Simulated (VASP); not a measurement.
Runs of VASP 6.6.1 on BN (Qingsongite). It takes space group F-43m (No. 216, cubic). Conventional cell: a = 3.610 Å, b = 3.610 Å, c = 3.610 Å, α = 90.00°, β = 90.00°, γ = 90.00°. B (site symmetry -43m) has 4 N at 1.56 Å within 2.1 Å. N (site symmetry -43m) has 4 B at 1.56 Å within 2.1 Å. 

```csv
level,k mesh,cutoff (eV),smearing,gap on the mesh (eV),pressure (GPa)
r2SCAN,2 × 2 × 2,660,gaussian 0.01 eV,(a),25.0
r2SCAN+D4,8 × 8 × 8,660,gaussian 0.01 eV,4.98,-1.0
r2SCAN,"8 × 8 × 8, shifted",660,gaussian 0.01 eV,5.43,1.2
PBE,4 × 4 × 4,600,gaussian 0.01 eV,(b),5.4
r2SCAN,8 × 8 × 8,660,gaussian 0.5 eV,4.98,1.2
```

Alike in all rows: task single point; potentials or basis VASP PAW PBE potentials, release 64 (B, N); no spin polarisation; cell as given.

Fill in the values left out.

(a) 4.61; (b) 4.44.

Caveats: some runs use coarse meshes; the PAW data sets were made with another functional, which shifts forces and pressure a little (some runs).

A k mesh can miss the band edges.
